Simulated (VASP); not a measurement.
# In (I4/mmm) in VASP: settings compared, part 3 of 3

VASP 6.6.1. The steps go on from the part before.

## (6) Single point, r2SCAN

This run uses another cell than the first one, of 24.57 Å³/atom, 0.940 times its volume.

POSCAR

```
In
1.0
   -1.5922878321      1.5922878321      2.4232021571
    1.5922878321     -1.5922878321      2.4232021571
    1.5922878321      1.5922878321     -2.4232021571
In
1
Direct
    0.0000000000      0.0000000000      0.0000000000
```

INCAR.step1

```
PREC = Accurate
ENCUT = 520
ISMEAR = -1
SIGMA = 0.05
LREAL = F
LASPH = T
NELM = 60
NBANDS = 12
GGA = PE
ALGO = Normal
EDIFF = 1E-4
LWAVE = T
LCHARG = F
```

INCAR.step2

```
PREC = Accurate
ENCUT = 520
EDIFF = 1E-7
ISMEAR = -1
SIGMA = 0.05
LREAL = F
LASPH = T
NELM = 60
ALGO = Normal
ISIF = 2
LWAVE = F
LCHARG = T
METAGGA = R2SCAN
LMIXTAU = T
LELF = T
LVHAR = T
NBANDS = 12
ISTART = 1
```

KPOINTS

```
Automatic mesh
0
Gamma
  11 11 11
```

Potentials or basis: VASP PAW PBE potentials, release 64 (In_d).

Started as:

```
$ cat potpaw_PBE.64/In_d/POTCAR > POTCAR
$ cp INCAR.step1 INCAR
$ mpirun -np 1 vasp_std > vasp.out
$ cp INCAR.step2 INCAR
$ mpirun -np 1 vasp_std > vasp.out
```

OUTCAR:

```text
PREC = Accurate
   ENCUT = 520
   EDIFF = 1E-7
   ISMEAR = -1
   LREAL = F
   LASPH = T
   NELM = 60
   ISIF = 2
   METAGGA = R2SCAN
   ISTART = 1

 ion  position               nearest neighbor table
   1  0.000  0.000  0.000-

  LATTYP: Found a body centered tetragonal cell.
 ALAT       =     3.1845756642
 C/A-ratio  =     1.5218367611

  Lattice vectors:

 A1 = (  -1.5922878321,   1.5922878321,   2.4232021571)
 A2 = (   1.5922878321,  -1.5922878321,   2.4232021571)
 A3 = (   1.5922878321,   1.5922878321,  -2.4232021571)

Analysis of symmetry for initial positions (statically):
=====================================================================
 Subroutine PRICEL returns:
 Original cell was already a primitive cell.

 Routine SETGRP: Setting up the symmetry group for a
 body centered tetragonal supercell.

 Subroutine GETGRP returns: Found 16 space group operations
 (whereof 16 operations were pure point group operations)
 out of a pool of 16 trial point group operations.

The static configuration has the point symmetry D_4h.

Analysis of symmetry for dynamics (positions and initial velocities):
=====================================================================
 Subroutine PRICEL returns:
 Original cell was already a primitive cell.

 Routine SETGRP: Setting up the symmetry group for a
 body centered tetragonal supercell.

 Subroutine GETGRP returns: Found 16 space group operations
 (whereof 16 operations were pure point group operations)
 out of a pool of 16 trial point group operations.

The dynamic configuration has the point symmetry D_4h.

 Subroutine INISYM returns: Found 16 space group operations
 (whereof 16 operations are pure point group operations),
 and found     1 'primitive' translations

----------------------------------------------------------------------------------------

                                     Primitive cell

  volume of cell :      24.5750

  direct lattice vectors                    reciprocal lattice vectors
    -1.592287832  1.592287832  2.423202157     0.000000000  0.314013578  0.206338542
     1.592287832 -1.592287832  2.423202157     0.314013578  0.000000000  0.206338542
     1.592287832  1.592287832 -2.423202157     0.314013578  0.314013578  0.000000000

  length of vectors
     3.307970643  3.307970643  3.307970643     0.375739433  0.375739433  0.444082261

  position of ions in fractional coordinates (direct lattice)
     0.000000000  0.000000000  0.000000000

  ion indices of the primitive-cell ions
   primitive index   ion index
                 1           1

----------------------------------------------------------------------------------------

 KPOINTS: Automatic mesh

Automatic generation of k-mesh.
 Grid dimensions read from file:
 generate k-points for:   11   11   11

 Generating k-lattice:

  Cartesian coordinates                     Fractional coordinates (reciprocal lattice)
     0.000000000  0.028546689  0.018758049     0.090909091 -0.000000000  0.000000000
     0.028546689  0.000000000  0.018758049    -0.000000000  0.090909091  0.000000000
     0.028546689  0.028546689  0.000000000     0.000000000  0.000000000  0.090909091

  Length of vectors
     0.034158130  0.034158130  0.040371115

  Shift w.r.t. Gamma in fractional coordinates (k-lattice)
     0.000000000  0.000000000  0.000000000

 Subroutine IBZKPT returns following result:
 ===========================================

 Found    126 irreducible k-points:

 Following reciprocal coordinates:
            Coordinates               Weight
  0.000000  0.000000  0.000000      1.000000
  0.090909  0.000000 -0.000000      8.000000
  0.181818  0.000000 -0.000000      8.000000
  0.272727  0.000000 -0.000000      8.000000
  0.363636  0.000000 -0.000000      8.000000
  0.454545  0.000000 -0.000000      8.000000
[... 16 lines left out ...]
 -0.272727  0.181818  0.000000     16.000000
 -0.181818  0.181818  0.000000      4.000000
 [... further k-points ...]
   k-points           NKPTS =    126   k-points in BZ     NKDIM =    126   number of bands    NBANDS=     12
   number of dos      NEDOS =    301   number of ions     NIONS =      1
   total plane-waves  NPLWV =  21952
   dimension x,y,z NGX =    28 NGY =   28 NGZ =   28
   dimension x,y,z NGXF=    56 NGYF=   56 NGZF=   56
   ions per type =               1
   NGX,Y,Z   is equivalent  to a cutoff of  14.07, 14.07, 14.07 a.u.
   NGXF,Y,Z  is equivalent  to a cutoff of  28.14, 28.14, 28.14 a.u.
 SYSTEM =  unknown system
   PREC   = accura    normal or accurate (medium, high low for compatibility)
   ISTART =      1    job   : 0-new  1-cont  2-samecut
   ICHARG =      0    charge: 1-file 2-atom 10-const
   ISPIN  =      1    spin polarized calculation?
   LNONCOLLINEAR =      F non collinear calculations
   LSORBIT =      F    spin-orbit coupling
   LASPH  =      T    aspherical Exc in radial PAW
   ENCUT  =  520.0 eV  38.22 Ry    6.18 a.u.   6.15  6.15  6.15*2*pi/ulx,y,z
   NELM   =     60;   NELMIN=  2; NELMDL=  0     # of ELM steps
   EDIFF  = 0.1E-06   stopping-criterion for ELM
   LREAL  =      F    real-space projection
   EDIFFG = 0.1E-05   stopping-criterion for IOM
   NSW    =      0    number of steps for IOM
   IBRION =     -1    ionic relax: 0-MD 1-quasi-New 2-CG
   NFREE  =      0    steps in history (QN), initial steepest desc. (CG)
   ISIF   =      2    stress and relaxation
   ISYM   =      2    0-nonsym 1-usesym 2-fastsym
   POTIM  = 0.5000    time-step for ionic-motion
   TEBEG  =    0.0;   TEEND  =   0.0 temperature during run
   PSTRESS=    0.0 pullay stress
   NELECT =      13.0000    total number of electrons
   NUPDOWN=      -1.0000    fix difference up-down
   EMIN   =  10.00;   EMAX   =-10.00  energy-range for DOS
   EFERMI =   0.00;   METHOD = LEGACY
   ISMEAR =    -1;   SIGMA  =   0.05  broadening in eV -4-tet -1-fermi 0-gaus
   EFERMI_NEDOS =   21; number of points for ismear=-14 and -15
   IALGO  =     38    algorithm
   IMIX   =      4    mixing-type and parameters
     AMIX     =   0.40;   BMIX     =  1.00
     AMIX_MAG =   1.60;   BMIX_MAG =  1.00
  volume/ion in A,a.u.               =      24.57       165.84
  Fermi-wavevector in a.u.,A,eV,Ry     =   1.324011  2.502019 23.851093  1.753006
  Thomas-Fermi vector in A             =   2.453577
   LORBIT       =      0    0 simple, 1 ext, 2 COOP (PROOUT), +10 PAW based schemes
   METAGGA = R2SCAN    functional components
   LHFCALC =     F    Hartree Fock is set to
   AEXX    =    0.0000 exact exchange contribution
   IVDW    =     0    specifies the selected vdW correction
   LEPSILON=     F    determine dielectric tensor
   LRPA    =     F    only Hartree local field effects (RPA)
 non-spin polarized calculation
  energy-cutoff  :      520.00
  volume of cell :       24.57
 maximum number of plane-waves:       677
 NGX is ok and might be reduce to    28
   NGX = 13   NGY = 13   NGZ = 13

 number of electron      12.9999996 magnetization

 Free energy of the ion-electron system (eV)
  ---------------------------------------------------
  ext. energy  EPLUGINS =         0.00000000
  ---------------------------------------------------
  free energy    TOTEN  =       -22.55476463 eV

  energy without entropy =      -22.55162699  energy(sigma->0) =      -22.55319581

 E-fermi :   8.2981     XC(G=0): -11.4169

 val. band max:        8.2301615334   @ k =  -0.3636  -0.4545   0.3636
 cond. band min:       8.3334956521   @ k =  -0.4545  -0.4545   0.1818
 fundamental gap:      0.1033341186
 Fermi energy:         8.2980800452

 k-point     1 :       0.0000    0.0000    0.0000
  band No.  band energies     occupation
      1      -7.1704      2.00000
      2      -7.0399      2.00000
      3      -7.0399      2.00000
      4      -6.9403      2.00000
      5      -6.8077      2.00000
      6      -2.2803      2.00000
      7      19.9806      0.00000
      8      19.9806      0.00000
      9      20.2404      0.00000
     10      20.5243      0.00000
     11      23.2898      0.00000
     12      23.4777      0.00000
[... 331 lines left out ...]
 k-point    24 :      -0.1818    0.1818    0.0000
  band No.  band energies     occupation
      1      -7.1306      2.00000
      2      -7.0076      2.00000
      3      -6.9494      2.00000
      4      -6.9421      2.00000
      5      -6.8376      2.00000
      6      -1.1501      2.00000
      7      16.1222      0.00000
      8      16.4387      0.00000
      9      17.5069      0.00000
     10      18.1462      0.00000
     11      20.7511      0.00000
     12      26.1886      0.00000

 [... further k-points ...]
[... 5 lines left out ...]
  --------------------------------------------------------------------------------------
  -------------------------------------------------------------------------------------
  Total        0.5594817      0.5594817      0.4586568      0.0000000      0.0000000      0.0000000
  in kB       36.4757023     36.4757023     29.9023733      0.0000000      0.0000000      0.0000000
  external PRESSURE =      34.2845926 kB  Pullay stress =       0.0000000 kB

 VOLUME and BASIS-vectors are now :
 -----------------------------------------------------------------------------
  energy-cutoff  :      520.00
  volume of cell :       24.57
      direct lattice vectors                 reciprocal lattice vectors
    -1.592287832  1.592287832  2.423202157     0.000000000  0.314013578  0.206338542
     1.592287832 -1.592287832  2.423202157     0.314013578  0.000000000  0.206338542
     1.592287832  1.592287832 -2.423202157     0.314013578  0.314013578  0.000000000

 POSITION                                       TOTAL-FORCE (eV/Angst)
 -----------------------------------------------------------------------------------
      0.00000      0.00000      0.00000         0.000000     -0.000000      0.000000
 -----------------------------------------------------------------------------------
    total drift:                               -0.000000     -0.000000     -0.000000

  FREE ENERGIE OF THE ION-ELECTRON SYSTEM (eV)
  ---------------------------------------------------
  free  energy   TOTEN  =       -22.5547646306 eV

  energy  without entropy=      -22.5516269906  energy(sigma->0) =      -22.55319581
```

OSZICAR.step1:

```text
N       E                     dE             d eps       ncg     rms          rms(c)
DAV:   1     0.773081377907E+02    0.77308E+02   -0.62603E+03  3100   0.138E+03
DAV:   2     0.113124873359E+01   -0.76177E+02   -0.74272E+02  3172   0.296E+02
DAV:   3    -0.246375319144E+01   -0.35950E+01   -0.35841E+01  3592   0.639E+01
DAV:   4    -0.254513546036E+01   -0.81382E-01   -0.81357E-01  3856   0.938E+00
DAV:   5    -0.254873133346E+01   -0.35959E-02   -0.35958E-02  4168   0.178E+00    0.265E+00
DAV:   6    -0.252179325834E+01    0.26938E-01   -0.41354E-02  3848   0.428E+00    0.131E+00
DAV:   7    -0.251622775774E+01    0.55655E-02   -0.12816E-02  4032   0.223E+00    0.285E-01
DAV:   8    -0.251584206923E+01    0.38569E-03   -0.10079E-03  4144   0.529E-01    0.356E-02
DAV:   9    -0.251584692355E+01   -0.48543E-05   -0.96705E-06  2000   0.498E-02
   1 F= -.25158469E+01 E0= -.25141515E+01  d E =-.339082E-02
```

It took 2.8 min on 1 thread of Intel Xeon Platinum 8259CL at 2.50GHz (Skylake/Cascade Lake), shared host; peak memory 0.19 GiB.

What came out:

```yaml
Free_energy: -22.5548 eV
Pressure: 3.4 GPa
```

Caveat: the PAW data sets were made with another functional, which shifts forces and pressure a little; spin-orbit coupling is left out, which moves the levels of the heavy elements.

## (7) Overview

```csv
task,level,potentials or basis,cell,cutoff (eV),gap on the mesh (eV),pressure (GPa),relaxed volume (Å³/atom)
relaxation of cell and atoms,BLYP+D3(BJ),"VASP PAW PBE potentials, release 64 (In_d)","relaxed from a = 3.377 Å, angles 122.5, 122.5, 85.8°, 1 atom",600,none,0.1,27.00
relaxation of cell and atoms,BLYP+D4,"VASP PAW PBE potentials, release 64 (In_d)","relaxed from a = 3.377 Å, angles 122.5, 122.5, 85.8°, 1 atom",600,none,0.0,27.79
single point,LDA,"VASP PAW LDA potentials, release 64 (In_d)","a = 3.443 Å, angles 122.5, 122.5, 85.8°, 1 atom",520,none,-4.3,-
single point,PBE,"VASP PAW PBE potentials, release 64 (In_d)","a = 3.443 Å, angles 122.5, 122.5, 85.8°, 1 atom",520,none,-0.3,-
single point,r2SCAN,"VASP PAW PBE potentials, release 64 (In_d)","a = 3.308 Å, angles 122.5, 122.5, 85.8°, 1 atom",520,none,3.4,-
```

Alike in all rows: no spin polarisation; k mesh 11 × 11 × 11; smearing fermi-dirac 0.05 eV.

Caveats: spin-orbit coupling is left out, which moves the levels of the heavy elements; the PAW data sets were made with another functional, which shifts forces and pressure a little (some runs); pairwise dispersion overbinds metals, which lowers pressure and volume (some runs).

Total energies depend on the potentials used, so only differences within one code and one set of settings carry meaning.
